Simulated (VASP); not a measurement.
A run of VASP 6.6.1 is set up as follows.

The input INCAR:

```
PREC = Accurate ; ENCUT = 520
EDIFF = 1E-7 ; ISMEAR = 0
SIGMA = 0.05 ; LREAL = False
LASPH = True ; NELM = 80
ALGO = Normal ; ISIF = 2
LWAVE = False ; LCHARG = True
LELF = True ; LVHAR = True
NBANDS = 19
```

The input KPOINTS:

```
regular mesh
0
Gamma
  6 6 6
```

Contents of POSCAR:

```
SrCl2
1.0
   -0.7553572054      3.1516628226      3.1516628226
    3.1516628226     -0.7553572054      3.1516628226
    3.1516628226      3.1516628226     -0.7553572054
Sr Cl
1 2
Direct
    0.0000000000      0.0000000000      0.0000000000
    0.2500000000      0.2500000000      0.2500000000
    0.7500000000      0.7500000000      0.7500000000
```

Potentials or basis: VASP PAW LDA potentials, release 64 (Sr_sv, Cl).

Launch:

```sh
$ cat potpaw_LDA.64/Sr_sv/POTCAR potpaw_LDA.64/Cl/POTCAR > POTCAR
$ mpirun -np 1 vasp_std > vasp.out
```

Predict the pressure.

7.4 GPa.

What does it give for the band gap on the k mesh?

4.59 eV, indirect (least direct gap 4.60 eV).

Forces in eV/Å, atoms in the order of the input:
```
Sr   0.000  0.000  0.000
Cl   2.189  2.189  2.189
Cl  -2.189 -2.189 -2.189
```

Caveat: forces of over 1 eV/Å act on the atoms, so gaps and moduli don't describe the material at rest. A k mesh can miss the band edges.
